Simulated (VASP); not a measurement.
# Si4N (P1) in VASP: single point with PBE

Aim: the single point of Si4N with PBE.

Program: VASP 6.6.1. These are calculated values, not measurements. Logs are shortened: lines on timing, memory, paths and dates and some standing lists are left out, and cuts for length are marked.

**1. The cell of the first run**

The typed cell holds 10 atoms: a = 2.757 Å, b = 5.388 Å, c = 9.238 Å, α = 96.32°, β = 97.39°, γ = 100.08°.

**2. Single point, PBE, collinear spin, ferromagnetic start**

File INCAR:

```
ALGO = Normal
EDIFF = 1E-6
ENCUT = 520
GGA = PE
ISIF = 2
ISMEAR = 0
ISPIN = 2
LASPH = True
LCHARG = True
LELF = True
LORBIT = 11
LREAL = False
LVHAR = True
LWAVE = False
MAGMOM = 0 0 0 0 0 0 0 0 1 1
NBANDS = 36
NELM = 150
PREC = Accurate
SIGMA = 0.1
```

File KPOINTS:

```
k-points
0
Gamma
  6 4 2
```

File POSCAR:

```
Si4N
1.0
    2.7567020479      0.0000000000      0.0000000000
   -0.9428001524      5.3050057484      0.0000000000
   -1.1881991857     -1.2433294381      9.0760007986
Si N
8 2
Direct
    0.3538815072      0.1837723430      0.2050338179
    0.9700706387      0.6307085438      0.0923806079
    0.2761313656      0.4369327477      0.4413283474
    0.5627851819      0.8167728894      0.3283005811
    0.2026286588      0.0339661846      0.5447021461
    0.8459448769      0.6595852661      0.6815594601
    0.3149999675      0.3270449915      0.8026873752
    0.4962774233      0.9340995099      0.8917812966
    0.0865201681      0.9592163949      0.0299631442
    0.3907602120      0.5179011291      0.9822632236
```

Potentials or basis: VASP PAW PBE potentials, release 64 (Si, N).

Launch:

```sh
> cat potpaw_PBE.64/Si/POTCAR potpaw_PBE.64/N/POTCAR > POTCAR
> mpirun -np 1 vasp_std > vasp.out
```

OUTCAR:

```text
EDIFF = 1E-6
   ENCUT = 520
   GGA = PE
   ISIF = 2
   ISMEAR = 0
   ISPIN = 2
   LASPH = True
   LORBIT = 11
   LREAL = False
   NELM = 150
   PREC = Accurate

 ion  position               nearest neighbor table
   1  0.354  0.184  0.205-   9 1.89   3 2.50   4 2.50   2 3.00   2 3.03   2 3.06   4 3.10   3 3.13

   2  0.970  0.631  0.092-  10 1.75  10 1.78   9 1.91   4 2.54   4 2.75   8 2.93   8 2.96   1 3.00
                             1 3.03   1 3.06   7 3.14
   3  0.276  0.437  0.441-   5 2.45   4 2.45   1 2.50   6 2.59   6 2.89   1 3.13
   4  0.563  0.817  0.328-   3 2.45   1 2.50   5 2.52   2 2.54   5 2.60   2 2.75   1 3.10
   5  0.203  0.034  0.545-   3 2.45   4 2.52   4 2.60   6 2.61   7 2.66
   6  0.846  0.660  0.682-   7 2.56   3 2.59   8 2.59   5 2.61   7 2.65   8 2.69   3 2.89
   7  0.315  0.327  0.803-  10 1.82   8 2.46   6 2.56   6 2.65   5 2.66   8 3.07   2 3.14
   8  0.496  0.934  0.892-   9 1.82   9 1.91   7 2.46  10 2.46   6 2.59   6 2.69   2 2.93   2 2.96
                             7 3.07
   9  0.087  0.959  0.030-   8 1.82   1 1.89   2 1.91   8 1.91
  10  0.391  0.518  0.982-   2 1.75   2 1.78   7 1.82   8 2.46

  LATTYP: Found a triclinic cell.
 ALAT       =    15.0703749831
 B/A-ratio  =     0.3575313310
 C/A-ratio  =     0.7531584880
 COS(alpha) =     0.0045390662
 COS(beta)  =     0.6484016443
 COS(gamma) =     0.7504884663

  Lattice vectors:

 A1 = (   2.0593009288,  11.8533409349,  -9.0760007986)
 A2 = (  -0.9428001524,   5.3050057484,   0.0000000000)
 A3 = (   6.7016032815,   1.2433294381,  -9.0760007986)

Analysis of symmetry for initial positions (statically):
=====================================================================
 Subroutine PRICEL returns:
 Original cell was already a primitive cell.

 Routine SETGRP: Setting up the symmetry group for a
 triclinic supercell.

 Subroutine GETGRP returns: Found  1 space group operations
 (whereof  1 operations were pure point group operations)
 out of a pool of  2 trial point group operations.

The static configuration has the point symmetry C_1 .

Analysis of symmetry for dynamics (positions and initial velocities):
=====================================================================
 Subroutine PRICEL returns:
 Original cell was already a primitive cell.

 Routine SETGRP: Setting up the symmetry group for a
 triclinic supercell.

 Subroutine GETGRP returns: Found  1 space group operations
 (whereof  1 operations were pure point group operations)
 out of a pool of  2 trial point group operations.

The dynamic configuration has the point symmetry C_1 .

Analysis of structural, dynamic, and magnetic symmetry:
=====================================================================
 Subroutine PRICEL returns:
 Original cell was already a primitive cell.

 Routine SETGRP: Setting up the symmetry group for a
 triclinic supercell.

 Subroutine GETGRP returns: Found  1 space group operations
 (whereof  1 operations were pure point group operations)
 out of a pool of  2 trial point group operations.

The overall configuration has the point symmetry C_1 .

 Subroutine INISYM returns: Found  1 space group operations
 (whereof  1 operations are pure point group operations),
 and found     1 'primitive' translations

----------------------------------------------------------------------------------------

                                     Primitive cell

  volume of cell :     132.7303

  direct lattice vectors                    reciprocal lattice vectors
     2.756702048  0.000000000  0.000000000     0.362752297  0.064467964  0.056321822
    -0.942800152  5.305005748  0.000000000     0.000000000  0.188501210  0.025822949
    -1.188199186 -1.243329438  9.076000799     0.000000000  0.000000000  0.110180687

  length of vectors
     2.756702048  5.388131227  9.237503770     0.372716373  0.190261743  0.110180687

  position of ions in fractional coordinates (direct lattice)
     0.353881507  0.183772343  0.205033818
     0.970070639  0.630708544  0.092380608
     0.276131366  0.436932748  0.441328347
     0.562785182  0.816772889  0.328300581
     0.202628659  0.033966185  0.544702146
     0.845944877  0.659585266  0.681559460
     0.314999968  0.327044992  0.802687375
     0.496277423  0.934099510  0.891781297
     0.086520168  0.959216395  0.029963144
     0.390760212  0.517901129  0.982263224

  ion indices of the primitive-cell ions
   primitive index   ion index
                 1           1
                 2           2
                 3           3
                 4           4
                 5           5
                 6           6
                 7           7
                 8           8
                 9           9
                10          10

----------------------------------------------------------------------------------------

 KPOINTS: k-points

Automatic generation of k-mesh.
 Grid dimensions read from file:
 generate k-points for:    6    4    2

 Generating k-lattice:

  Cartesian coordinates                     Fractional coordinates (reciprocal lattice)
     0.060458716  0.010744661  0.009386970     0.166666667  0.000000000 -0.000000000
     0.000000000  0.047125302  0.006455737     0.000000000  0.250000000  0.000000000
     0.000000000  0.000000000  0.055090343     0.000000000  0.000000000  0.500000000

  Length of vectors
     0.062119396  0.047565436  0.055090343

  Shift w.r.t. Gamma in fractional coordinates (k-lattice)
     0.000000000  0.000000000  0.000000000

 Subroutine IBZKPT returns following result:
 ===========================================

 Found     28 irreducible k-points:

 Following reciprocal coordinates:
            Coordinates               Weight
  0.000000  0.000000  0.000000      1.000000
  0.166667  0.000000  0.000000      2.000000
  0.333333  0.000000  0.000000      2.000000
  0.500000  0.000000  0.000000      1.000000
  0.000000  0.250000  0.000000      2.000000
  0.166667  0.250000  0.000000      2.000000
[... 16 lines left out ...]
 -0.333333  0.250000  0.500000      2.000000
 -0.166667  0.250000  0.500000      2.000000
 [... further k-points ...]
   k-points           NKPTS =     28   k-points in BZ     NKDIM =     28   number of bands    NBANDS=     36
   number of dos      NEDOS =    301   number of ions     NIONS =     10
   total plane-waves  NPLWV =  67200
   dimension x,y,z NGX =    24 NGY =   40 NGZ =   70
   dimension x,y,z NGXF=    48 NGYF=   80 NGZF=  140
   ions per type =               8   2
   NGX,Y,Z   is equivalent  to a cutoff of  14.47, 12.34, 12.60 a.u.
   NGXF,Y,Z  is equivalent  to a cutoff of  28.95, 24.68, 25.20 a.u.
 SYSTEM =  unknown system
   PREC   = accura    normal or accurate (medium, high low for compatibility)
   ISTART =      0    job   : 0-new  1-cont  2-samecut
   ICHARG =      2    charge: 1-file 2-atom 10-const
   ISPIN  =      2    spin polarized calculation?
   LNONCOLLINEAR =      F non collinear calculations
   LSORBIT =      F    spin-orbit coupling
   LASPH  =      T    aspherical Exc in radial PAW
   ENCUT  =  520.0 eV  38.22 Ry    6.18 a.u.   5.13 10.02 17.18*2*pi/ulx,y,z
   NELM   =    150;   NELMIN=  2; NELMDL= -5     # of ELM steps
   EDIFF  = 0.1E-05   stopping-criterion for ELM
   LREAL  =      F    real-space projection
   EDIFFG = 0.1E-04   stopping-criterion for IOM
   NSW    =      0    number of steps for IOM
   IBRION =     -1    ionic relax: 0-MD 1-quasi-New 2-CG
   NFREE  =      0    steps in history (QN), initial steepest desc. (CG)
   ISIF   =      2    stress and relaxation
   ISYM   =      2    0-nonsym 1-usesym 2-fastsym
   POTIM  = 0.5000    time-step for ionic-motion
   TEBEG  =    0.0;   TEEND  =   0.0 temperature during run
   PSTRESS=    0.0 pullay stress
   NELECT =      42.0000    total number of electrons
   NUPDOWN=      -1.0000    fix difference up-down
   EMIN   =  10.00;   EMAX   =-10.00  energy-range for DOS
   EFERMI =   0.00;   METHOD = LEGACY
   ISMEAR =     0;   SIGMA  =   0.10  broadening in eV -4-tet -1-fermi 0-gaus
   EFERMI_NEDOS =   21; number of points for ismear=-14 and -15
   IALGO  =     38    algorithm
   IMIX   =      4    mixing-type and parameters
     AMIX     =   0.40;   BMIX     =  1.00
     AMIX_MAG =   1.60;   BMIX_MAG =  1.00
  volume/ion in A,a.u.               =      13.27        89.57
  Fermi-wavevector in a.u.,A,eV,Ry     =   1.115581  2.108143 16.932742  1.244521
  Thomas-Fermi vector in A             =   2.252187
   LORBIT       =     11    0 simple, 1 ext, 2 COOP (PROOUT), +10 PAW based schemes
   GGA     = PE    functional components
   LHFCALC =     F    Hartree Fock is set to
   AEXX    =    0.0000 exact exchange contribution
   IVDW    =     0    specifies the selected vdW correction
   LEPSILON=     F    determine dielectric tensor
   LRPA    =     F    only Hartree local field effects (RPA)
 spin polarized calculation
 Gauss-broadening in eV      SIGMA  =   0.10
  energy-cutoff  :      520.00
  volume of cell :      132.73
 maximum number of plane-waves:      3592
 NGX is ok and might be reduce to    24
   NGX = 11   NGY = 21   NGZ = 35

 number of electron      42.0000002 magnetization       0.0002037

 Free energy of the ion-electron system (eV)
  ---------------------------------------------------
  ext. energy  EPLUGINS =         0.00000000
  ---------------------------------------------------
  free energy    TOTEN  =       -58.25486309 eV

  energy without entropy =      -58.23392543  energy(sigma->0) =      -58.24439426

 E-fermi :   9.2965     XC(G=0): -11.0824

 val. band max:        9.2846742901   @ k =   0.5000   0.0000   0.0000
 cond. band min:       9.3107781665   @ k =   0.5000   0.2500   0.0000
 fundamental gap:      0.0261038764
 Fermi energy:         9.2964904477

 spin component 1

 k-point     1 :       0.0000    0.0000    0.0000
  band No.  band energies     occupation
      1      -9.6135      1.00000
      2      -7.4149      1.00000
      3      -3.7651      1.00000
      4      -3.3882      1.00000
      5      -0.8041      1.00000
      6       0.3995      1.00000
[... 853 lines left out ...]
     32      15.6064      0.00000
     33      15.9053      0.00000

 [... further k-points ...]

 spin component 2

 k-point     1 :       0.0000    0.0000    0.0000
  band No.  band energies     occupation
      1      -9.6134      1.00000
      2      -7.4149      1.00000
      3      -3.7649      1.00000
      4      -3.3883      1.00000
      5      -0.8041      1.00000
      6       0.3996      1.00000
[... 853 lines left out ...]
     32      15.6064      0.00000
     33      15.9053      0.00000

 [... further k-points ...]

 [bands above 33 left out]

------------------------ aborting loop because EDIFF is reached ----------------------------------------

  FORCE on cell =-STRESS in cart. coord.  units (eV):
  Direction    XX          YY          ZZ          XY          YZ          ZX
  --------------------------------------------------------------------------------------
  -------------------------------------------------------------------------------------
  Total        0.0079183      1.6808324      0.3722166     -1.5231025     -1.2967044     -0.3207686
  in kB        0.0955815     20.2891931      4.4929964    -18.3852486    -15.6524147     -3.8719721
  external PRESSURE =       8.2925903 kB  Pullay stress =       0.0000000 kB

 VOLUME and BASIS-vectors are now :
 -----------------------------------------------------------------------------
  energy-cutoff  :      520.00
  volume of cell :      132.73
      direct lattice vectors                 reciprocal lattice vectors
     2.756702048  0.000000000  0.000000000     0.362752297  0.064467964  0.056321822
    -0.942800152  5.305005748  0.000000000     0.000000000  0.188501210  0.025822949
    -1.188199186 -1.243329438  9.076000799     0.000000000  0.000000000  0.110180687

 POSITION                                       TOTAL-FORCE (eV/Angst)
 -----------------------------------------------------------------------------------
      0.55866      0.71999      1.86089        -0.148910     -0.157309     -0.106408
      1.96980      3.23105      0.83845         0.382067      0.092976      0.185195
     -0.17511      1.76921      4.00550         0.239701      0.211456      0.363766
      0.39129      3.92480      2.97966        -0.175844     -0.014010     -0.214527
     -0.12065     -0.49705      4.94372        -0.212216     -0.012012      0.028269
      0.90033      2.65170      6.18583        -0.050161      0.101433     -0.148360
     -0.39373      0.73697      7.28519        -0.077836     -0.081438     -0.014381
     -0.57219      3.84663      8.09381         0.523838      0.133609      0.252896
     -0.70144      5.05139      0.27195        -0.530742      0.085706     -0.177558
     -0.57819      1.52619      8.91502         0.050102     -0.360410     -0.168891
 -----------------------------------------------------------------------------------
    total drift:                                0.000104     -0.000314      0.000397

  FREE ENERGIE OF THE ION-ELECTRON SYSTEM (eV)
  ---------------------------------------------------
  free  energy   TOTEN  =       -58.2548630928 eV

  energy  without entropy=      -58.2339254259  energy(sigma->0) =      -58.24439426

 total charge

# of ion       s       p       d       tot
------------------------------------------
    1        0.800   0.748   0.000   1.547
    2        0.719   0.872   0.000   1.591
    3        0.810   0.779   0.000   1.590
    4        0.785   0.810   0.000   1.595
    5        0.821   0.767   0.000   1.588
    6        0.802   0.762   0.000   1.563
    7        0.773   0.801   0.000   1.574
    8        0.755   0.796   0.000   1.551
    9        1.249   2.588   0.000   3.837
   10        1.252   2.619   0.000   3.871
--------------------------------------------------
tot          8.766  11.542   0.000  20.307

 magnetization (x)

# of ion       s       p       d       tot
------------------------------------------
    1       -0.000  -0.000   0.000  -0.000
    2        0.000  -0.000   0.000   0.000
    3        0.000   0.000   0.000   0.000
    4       -0.000   0.000   0.000   0.000
    5        0.000   0.000   0.000   0.000
    6        0.000   0.000   0.000   0.000
    7       -0.000  -0.000   0.000  -0.000
    8        0.000  -0.000   0.000  -0.000
    9        0.000   0.000   0.000   0.000
   10        0.000   0.000   0.000   0.000
--------------------------------------------------
tot          0.000   0.000   0.000   0.000
```

It took 3.6 min on 1 thread of Intel Xeon 8259CL, shared host; peak memory 0.39 GiB.

Results:

```
Free energy                                           : -58.2549 eV
Pressure                                              : 0.8 GPa
Largest force                                         : 0.597 eV/Å
Band gap on the k mesh                                : zero (filled and empty bands overlap)
Net moment                                            : 0.00 μB per cell
Valence electrons inside the program's atomic spheres : Si 1.55, 1.59, 1.56, 1.57 (each value once); N 3.84, 3.87
```

Forces in eV/Å, atoms in the order of the input:
```
Si  -0.149 -0.157 -0.106
Si   0.382  0.093  0.185
Si   0.240  0.211  0.364
Si  -0.176 -0.014 -0.215
Si  -0.212 -0.012  0.028
Si  -0.050  0.101 -0.148
Si  -0.078 -0.081 -0.014
Si   0.524  0.134  0.253
N   -0.531  0.086 -0.178
N    0.050 -0.360 -0.169
```

Caveat: the k points lie up to 0.39 Å⁻¹ apart, too coarse for converged energies and pressures of a metal.

The gap in the log of VASP goes by the Fermi energy; the results here count the filled bands.